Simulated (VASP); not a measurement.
SnSe2, 3 atoms in the cell. Symmetry: P-3m1, No. 164, trigonal system. The conventional cell has a = 3.872 Å, b = 3.872 Å, c = 7.006 Å, α = 90.00°, β = 90.00°, γ = 120.00°. Within 3.6 Å of Sn (site symmetry -3m) lie 6 Se at 2.75 Å. Within 3.6 Å of Se (site symmetry 3m) lie 3 Sn at 2.75 Å. 

```yaml
Program: VASP 6.6.1
Task: single point
Functional: PBE
Potentials_or_basis: VASP PAW PBE potentials, release 64 (Sn_d, Se)
Cutoff: 520 eV
k_mesh: 12 × 12 × 4
Occupations: fermi-dirac, width 0.02 eV
Spin: no spin polarisation
Dipole_correction: no
Further_INCAR_settings: ALGO = Normal; EDIFF = 1e-07; NBANDS = 20
```

Potentials or basis: VASP PAW PBE potentials, release 64 (Sn_d, Se).

The run is started by

```sh
$ cat potpaw_PBE.64/Sn_d/POTCAR potpaw_PBE.64/Se/POTCAR > POTCAR
$ mpirun -np 1 vasp_std > vasp.out
```

Hardware: 1 thread of Intel Xeon 8259CL (shared host).

Q: How long does it take, and how much memory?

A: It took 3.9 min on 1 thread of Intel Xeon 8259CL, with other jobs on the host, peak memory 0.29 GiB. Counts: scf iterations 15, k points 69.
